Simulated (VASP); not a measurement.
# Sn4HO8 (a cell with a defect) in VASP: single point with PBE

Aim: the single point of Sn4HO8 (a cell with a defect) with PBE.

All numbers are computed with VASP 6.6.1; they aren't measurements. Logs are shortened: lines on timing, memory, paths and dates and some standing lists are left out, and cuts for length are marked.

## 1. The cell of the first run

The cell holds a defect, 13 atoms: a = 5.813 Å, b = 5.813 Å, c = 5.813 Å, α = 108.08°, β = 108.08°, γ = 112.29°.

## 2. Single point, PBE, collinear spin (with an interstitial atom, then relaxed in part)

The input, INCAR:

```
  PREC = Accurate
  ENCUT = 520
  EDIFF = 1E-6
  ISMEAR = 0
  SIGMA = 0.02
  LREAL = F
  LASPH = T
  NELM = 150
  ALGO = Normal
  ISIF = 2
  LWAVE = F
  LCHARG = F
  ISPIN = 2
  MAGMOM = 0 0 0 0 0 0 0 0 0 0 0 0 1
  LORBIT = 11
  GGA = PE
  NBANDS = 68
```

The input, KPOINTS:

```
Automatic mesh
0
Gamma
  3 3 3
```

The input, POSCAR:

```
Sn4HO8
1.0
    0.0000000000      4.8271903414     -3.2381522502
    0.0000000000     -4.8271903414     -3.2381522502
   -4.8271903414      0.0000000000      3.2381522502
Sn O H
4 8 1
Direct
    0.2616324991      0.7548345072      0.5156979645
    0.7287993339      0.2397353638      0.4677596403
   -0.0092705838      0.0055904359     -0.0188066563
    0.4763260128      0.4912522926     -0.0188569866
    0.5595809625      0.7772036065      0.8359739997
    0.0342643710      0.2964929846      0.8300188972
    0.9478057579      0.6907512956      0.1378373678
    0.4282195540      0.2195250661      0.1469272635
    0.4631092247      0.1912565799      0.6556380045
   -0.0348170858      0.6932992421      0.6556710493
    0.5217730617      0.8018100019      0.3230094138
    0.0220147523      0.3020017037      0.3230461394
    0.9668367006      0.5438475015      1.0099656166
```

Potentials or basis: VASP PAW PBE potentials, release 64 (Sn_d, O, H).

The run is started by

```
> cat potpaw_PBE.64/Sn_d/POTCAR potpaw_PBE.64/O/POTCAR potpaw_PBE.64/H/POTCAR > POTCAR
> mpirun -np 1 vasp_std > vasp.out
```

OUTCAR:

```text
PREC = Accurate
   ENCUT = 520
   EDIFF = 1E-6
   ISMEAR = 0
   LREAL = F
   LASPH = T
   NELM = 150
   ISIF = 2
   ISPIN = 2
   LORBIT = 11
   GGA = PE

 ion  position               nearest neighbor table
   1  0.262  0.755  0.516-   5 2.04  10 2.08   9 2.08  11 2.13  12 2.13   7 2.19   2 3.25   2 3.25
                             4 3.63   3 3.63   3 3.72   4 3.72
   2  0.729  0.240  0.468-   8 2.06  11 2.09  12 2.09   6 2.12  10 2.14   9 2.14   1 3.25   1 3.25
                             3 3.73   4 3.73   4 3.74   3 3.74
   3  0.991  0.006  0.981-   5 2.06   8 2.07  12 2.09  10 2.09   6 2.11   7 2.25   4 3.15   4 3.33
                             1 3.63   1 3.72   2 3.73   2 3.74
   4  0.476  0.491  0.981-   5 2.05   8 2.07  11 2.09   9 2.09   6 2.10   7 2.25   3 3.15   3 3.33
                             1 3.63   1 3.72   2 3.73   2 3.74
   5  0.560  0.777  0.836-   1 2.04   4 2.05   3 2.06
   6  0.034  0.296  0.830-   4 2.10   3 2.11   2 2.12
   7  0.948  0.691  0.138-  13 1.01   1 2.19   4 2.25   3 2.25
   8  0.428  0.220  0.147-   2 2.06   3 2.07   4 2.07
   9  0.463  0.191  0.656-   1 2.08   4 2.09   2 2.14
  10  0.965  0.693  0.656-   1 2.08   3 2.09   2 2.14
  11  0.522  0.802  0.323-   2 2.09   4 2.09   1 2.13
  12  0.022  0.302  0.323-   2 2.09   3 2.09   1 2.13
  13  0.967  0.544  0.010-   7 1.01

  LATTYP: Found a body centered tetragonal cell.
 ALAT       =     6.8266780490
 C/A-ratio  =     0.9486758353

  Lattice vectors:

 A1 = (   0.0000000000,   4.8271903414,  -3.2381522502)
 A2 = (   0.0000000000,  -4.8271903414,  -3.2381522502)
 A3 = (  -4.8271903414,   0.0000000000,   3.2381522502)

Analysis of symmetry for initial positions (statically):
=====================================================================
 Subroutine PRICEL returns:
 Original cell was already a primitive cell.

 Routine SETGRP: Setting up the symmetry group for a
 body centered tetragonal supercell.

 Subroutine GETGRP returns: Found  1 space group operations
 (whereof  1 operations were pure point group operations)
 out of a pool of 16 trial point group operations.

The static configuration has the point symmetry C_1 .

Analysis of symmetry for dynamics (positions and initial velocities):
=====================================================================
 Subroutine PRICEL returns:
 Original cell was already a primitive cell.

 Routine SETGRP: Setting up the symmetry group for a
 body centered tetragonal supercell.

 Subroutine GETGRP returns: Found  1 space group operations
 (whereof  1 operations were pure point group operations)
 out of a pool of 16 trial point group operations.

The dynamic configuration has the point symmetry C_1 .

Analysis of structural, dynamic, and magnetic symmetry:
=====================================================================
 Subroutine PRICEL returns:
 Original cell was already a primitive cell.

 Routine SETGRP: Setting up the symmetry group for a
 body centered tetragonal supercell.

 Subroutine GETGRP returns: Found  1 space group operations
 (whereof  1 operations were pure point group operations)
 out of a pool of 16 trial point group operations.

The overall configuration has the point symmetry C_1 .

 Subroutine INISYM returns: Found  1 space group operations
 (whereof  1 operations are pure point group operations),
 and found     1 'primitive' translations

----------------------------------------------------------------------------------------

                                     Primitive cell

  volume of cell :     150.9093

  direct lattice vectors                    reciprocal lattice vectors
     0.000000000  4.827190341 -3.238152250    -0.103579922  0.103579922 -0.154409046
     0.000000000 -4.827190341 -3.238152250    -0.103579922 -0.103579922 -0.154409046
    -4.827190341  0.000000000  3.238152250    -0.207159844  0.000000000  0.000000000

  length of vectors
     5.812692714  5.812692714  5.812692714     0.212837389  0.212837389  0.207159844

  position of ions in fractional coordinates (direct lattice)
     0.261632499  0.754834507  0.515697964
     0.728799334  0.239735364  0.467759640
     0.990729416  0.005590436  0.981193344
     0.476326013  0.491252293  0.981143013
     0.559580963  0.777203607  0.835974000
     0.034264371  0.296492985  0.830018897
     0.947805758  0.690751296  0.137837368
     0.428219554  0.219525066  0.146927263
     0.463109225  0.191256580  0.655638004
     0.965182914  0.693299242  0.655671049
     0.521773062  0.801810002  0.323009414
     0.022014752  0.302001704  0.323046139
     0.966836701  0.543847501  0.009965617

  ion indices of the primitive-cell ions
   primitive index   ion index
                 1           1
                 2           2
                 3           3
                 4           4
                 5           5
                 6           6
                 7           7
[... 47 lines left out ...]
  0.333333 -0.333333  0.333333      2.000000
 -0.333333 -0.333333  0.333333      2.000000
   k-points           NKPTS =     14   k-points in BZ     NKDIM =     14   number of bands    NBANDS=     68
   number of dos      NEDOS =    301   number of ions     NIONS =     13
   total plane-waves  NPLWV = 110592
   dimension x,y,z NGX =    48 NGY =   48 NGZ =   48
   dimension x,y,z NGXF=    96 NGYF=   96 NGZF=   96
   ions per type =               4   8   1
   NGX,Y,Z   is equivalent  to a cutoff of  13.73, 13.73, 13.73 a.u.
   NGXF,Y,Z  is equivalent  to a cutoff of  27.46, 27.46, 27.46 a.u.
 SYSTEM =  unknown system
   PREC   = accura    normal or accurate (medium, high low for compatibility)
   ISTART =      0    job   : 0-new  1-cont  2-samecut
   ICHARG =      2    charge: 1-file 2-atom 10-const
   ISPIN  =      2    spin polarized calculation?
   LNONCOLLINEAR =      F non collinear calculations
   LSORBIT =      F    spin-orbit coupling
   LASPH  =      T    aspherical Exc in radial PAW
   ENCUT  =  520.0 eV  38.22 Ry    6.18 a.u.  10.81 10.81 10.81*2*pi/ulx,y,z
   NELM   =    150;   NELMIN=  2; NELMDL= -5     # of ELM steps
   EDIFF  = 0.1E-05   stopping-criterion for ELM
   LREAL  =      F    real-space projection
   EDIFFG = 0.1E-04   stopping-criterion for IOM
   NSW    =      0    number of steps for IOM
   IBRION =     -1    ionic relax: 0-MD 1-quasi-New 2-CG
   NFREE  =      0    steps in history (QN), initial steepest desc. (CG)
   ISIF   =      2    stress and relaxation
   ISYM   =      2    0-nonsym 1-usesym 2-fastsym
   POTIM  = 0.5000    time-step for ionic-motion
   TEBEG  =    0.0;   TEEND  =   0.0 temperature during run
   PSTRESS=    0.0 pullay stress
   NELECT =     105.0000    total number of electrons
   NUPDOWN=      -1.0000    fix difference up-down
   EMIN   =  10.00;   EMAX   =-10.00  energy-range for DOS
   EFERMI =   0.00;   METHOD = LEGACY
   ISMEAR =     0;   SIGMA  =   0.02  broadening in eV -4-tet -1-fermi 0-gaus
   EFERMI_NEDOS =   21; number of points for ismear=-14 and -15
   IALGO  =     38    algorithm
   IMIX   =      4    mixing-type and parameters
     AMIX     =   0.40;   BMIX     =  1.00
     AMIX_MAG =   1.60;   BMIX_MAG =  1.00
  volume/ion in A,a.u.               =      11.61        78.34
  Fermi-wavevector in a.u.,A,eV,Ry     =   1.450661  2.741352 28.632331  2.104417
  Thomas-Fermi vector in A             =   2.568247
   LORBIT       =     11    0 simple, 1 ext, 2 COOP (PROOUT), +10 PAW based schemes
   GGA     = PE    functional components
   LHFCALC =     F    Hartree Fock is set to
   AEXX    =    0.0000 exact exchange contribution
   IVDW    =     0    specifies the selected vdW correction
   LEPSILON=     F    determine dielectric tensor
   LRPA    =     F    only Hartree local field effects (RPA)
 spin polarized calculation
 Gauss-broadening in eV      SIGMA  =   0.02
  energy-cutoff  :      520.00
  volume of cell :      150.91
 maximum number of plane-waves:      4079
 NGX is ok and might be reduce to    48
   NGX = 21   NGY = 21   NGZ = 21

 number of electron     105.0000013 magnetization       0.0000151

 number of electron     105.0000013 magnetization      -0.0000173

 Free energy of the ion-electron system (eV)
  ---------------------------------------------------
  ext. energy  EPLUGINS =         0.00000000
  ---------------------------------------------------
  free energy    TOTEN  =       -77.27249852 eV

  energy without entropy =      -77.27183273  energy(sigma->0) =      -77.27216562

 E-fermi :   9.0290     XC(G=0): -11.0910

 val. band max:        8.4444556862   @ k =   0.0000   0.3333  -0.0000
 cond. band min:       9.0385289119   @ k =   0.3333  -0.3333   0.3333
 fundamental gap:      0.5940732257
 Fermi energy:         9.0289913637

 spin component 1

 k-point     1 :       0.0000    0.0000    0.0000
  band No.  band energies     occupation
      1     -15.1782      1.00000
      2     -15.0515      1.00000
      3     -14.7573      1.00000
      4     -14.5248      1.00000
      5     -14.4918      1.00000
      6     -14.4170      1.00000
[... 927 lines left out ...]
     63      15.6590      0.00000
     64      15.9246      0.00000
 Fermi energy:         9.0289913637

 spin component 2

 k-point     1 :       0.0000    0.0000    0.0000
  band No.  band energies     occupation
      1     -15.1782      1.00000
      2     -15.0515      1.00000
      3     -14.7573      1.00000
      4     -14.5248      1.00000
      5     -14.4918      1.00000
      6     -14.4170      1.00000
[... 927 lines left out ...]
     63      15.6590      0.00000
     64      15.9246      0.00000
 [bands above 64 left out]

------------------------ aborting loop because EDIFF is reached ----------------------------------------

  FORCE on cell =-STRESS in cart. coord.  units (eV):
  Direction    XX          YY          ZZ          XY          YZ          ZX
  --------------------------------------------------------------------------------------
  -------------------------------------------------------------------------------------
  Total       10.9007749      6.5613337     11.1232210     -3.7333492     -0.0001990      0.0002422
  in kB      115.7315699     69.6605025    118.0932403    -39.6362978     -0.0021131      0.0025716
  external PRESSURE =     101.1617709 kB  Pullay stress =       0.0000000 kB

 VOLUME and BASIS-vectors are now :
 -----------------------------------------------------------------------------
  energy-cutoff  :      520.00
  volume of cell :      150.91
      direct lattice vectors                 reciprocal lattice vectors
     0.000000000  4.827190341 -3.238152250    -0.103579922  0.103579922 -0.154409046
     0.000000000 -4.827190341 -3.238152250    -0.103579922 -0.103579922 -0.154409046
    -4.827190341  0.000000000  3.238152250    -0.207159844  0.000000000  0.000000000

 POSITION                                       TOTAL-FORCE (eV/Angst)
 -----------------------------------------------------------------------------------
     -2.48937     -2.38078     -1.62157         0.009591     -0.001588     -0.000504
     -2.25796      2.36080     -1.62159        -0.004926     -0.005515      0.000098
     -4.73641      4.75545     -0.04898        -0.007639      0.006816      0.018083
     -4.73616     -0.07205      0.04392        -0.007913      0.008432     -0.017174
     -4.03541     -1.05051     -1.62170        -0.006373     -0.008300     -0.000052
     -4.00666     -1.26583      1.61668        -0.000466     -0.040108     -0.000010
     -0.66537      1.24085     -4.85956        -0.033624     -0.057787     -0.000464
     -0.70925      1.00741     -1.62172        -0.005708      0.020251     -0.000185
     -3.16489      1.31228      0.00412        -0.005722     -0.014368     -0.013285
     -3.16505      1.31243     -3.24726        -0.005751     -0.014391      0.013339
     -1.55923     -1.35179     -3.24001         0.003097      0.012647      0.008401
     -1.55941     -1.35155     -0.00314         0.002674      0.011980     -0.008364
     -0.04811      2.04185     -4.85956         0.062760      0.081932      0.000116
 -----------------------------------------------------------------------------------
    total drift:                                0.000049     -0.000378      0.000074

  FREE ENERGIE OF THE ION-ELECTRON SYSTEM (eV)
  ---------------------------------------------------
  free  energy   TOTEN  =       -77.2724985167 eV

  energy  without entropy=      -77.2718327331  energy(sigma->0) =      -77.27216562

 total charge

# of ion       s       p       d       tot
------------------------------------------
    1        0.964   1.002  10.303  12.270
    2        0.952   1.005  10.309  12.266
    3        0.966   1.000  10.304  12.270
    4        0.966   1.000  10.304  12.270
    5        1.579   3.496   0.000   5.075
    6        1.578   3.470   0.000   5.048
    7        1.578   3.548   0.000   5.127
    8        1.578   3.483   0.000   5.062
    9        1.576   3.459   0.000   5.036
   10        1.576   3.459   0.000   5.036
   11        1.576   3.461   0.000   5.037
   12        1.576   3.460   0.000   5.037
   13        0.561   0.117   0.000   0.679
--------------------------------------------------
tot         17.029  31.961  41.221  90.211

 magnetization (x)

# of ion       s       p       d       tot
------------------------------------------
    1        0.000  -0.000  -0.000  -0.000
    2        0.000  -0.000  -0.000  -0.000
    3        0.000  -0.000  -0.000  -0.000
    4        0.000  -0.000  -0.000  -0.000
    5        0.000  -0.000   0.000  -0.000
    6        0.000   0.000   0.000   0.000
    7        0.000   0.000   0.000   0.000
    8       -0.000  -0.000   0.000  -0.000
    9        0.000   0.000   0.000   0.000
   10        0.000   0.000   0.000   0.000
   11       -0.000   0.000   0.000   0.000
   12       -0.000   0.000   0.000   0.000
   13        0.000   0.000   0.000   0.000
--------------------------------------------------
tot          0.000  -0.000  -0.000   0.000
```

Run time: 6.5 min. Hardware: 1 thread of Intel Xeon Platinum 8259CL at 2.50GHz (Skylake/Cascade Lake), shared host; peak memory 0.51 GiB.

Results:

```
Free energy                                           : -77.2725 eV
Pressure                                              : 10.1 GPa
Largest force                                         : 0.103 eV/Å
Net moment                                            : 0.00 μB per cell
Valence electrons inside the program's atomic spheres : Sn 12.27; O 5.08, 5.05, 5.13, 5.06, 5.04 (each value once); H 0.68
```

Forces on the atoms (eV/Å):
```
Sn   0.010 -0.002 -0.001
Sn  -0.005 -0.006  0.000
Sn  -0.008  0.007  0.018
Sn  -0.008  0.008 -0.017
O   -0.006 -0.008  0.000
O    0.000 -0.040  0.000
O   -0.034 -0.058  0.000
O   -0.006  0.020  0.000
O   -0.006 -0.014 -0.013
O   -0.006 -0.014  0.013
O    0.003  0.013  0.008
O    0.003  0.012 -0.008
H    0.063  0.082  0.000
```

Stress tensor (GPa, compression positive):
```
11.57 -3.96  0.00
-3.96  6.97  0.00
 0.00  0.00 11.81
```

Caveat: the k points lie up to 0.45 Å⁻¹ apart; the cell differs from its parent crystal (with an interstitial atom, then relaxed in part); spin-orbit coupling is left out, which moves the levels of the heavy elements.
